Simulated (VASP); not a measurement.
A run of VASP 6.6.1 is set up as follows.

The input POSCAR:

```
InP
1.0
    0.0000000000      2.9094808359      2.9094808359
    2.9094808359      0.0000000000      2.9094808359
    2.9094808359      2.9094808359      0.0000000000
In P
1 1
Direct
    0.0000000000      0.0000000000      0.0000000000
    0.2500000000      0.2500000000      0.2500000000
```

The input INCAR.step1:

```
  PREC = Accurate
  ENCUT = 520
  ISMEAR = 0
  SIGMA = 0.01
  LREAL = F
  LASPH = T
  NELM = 80
  NBANDS = 16
  GGA = PE
  ALGO = Normal
  EDIFF = 1E-4
  LWAVE = T
  LCHARG = F
```

INCAR.step2

```
  PREC = Accurate
  ENCUT = 520
  EDIFF = 1E-6
  ISMEAR = 0
  SIGMA = 0.01
  LREAL = F
  LASPH = T
  NELM = 80
  ALGO = Normal
  ISIF = 2
  LWAVE = F
  LCHARG = F
  METAGGA = R2SCAN
  LMIXTAU = T
  NBANDS = 16
  ISTART = 1
```

KPOINTS

```
regular mesh
0
Gamma
  8 8 8
```

Potentials or basis: VASP PAW PBE potentials, release 64 (In_d, P).

Command:

```sh
$ cat potpaw_PBE.64/In_d/POTCAR potpaw_PBE.64/P/POTCAR > POTCAR
$ cp INCAR.step1 INCAR
$ mpirun -np 1 vasp_std > vasp.out
$ cp INCAR.step2 INCAR
$ mpirun -np 1 vasp_std > vasp.out
```

Problem. What does it give for the pressure?

Solution. 3.3 GPa.

Problem. What does it give for the band gap on the k mesh?

Solution. 1.30 eV, direct.

Caveat: the cell differs from its parent crystal (strain -1.5%); the PAW data sets were made with another functional, which shifts forces and pressure a little; spin-orbit coupling is left out, which moves the levels of the heavy elements.
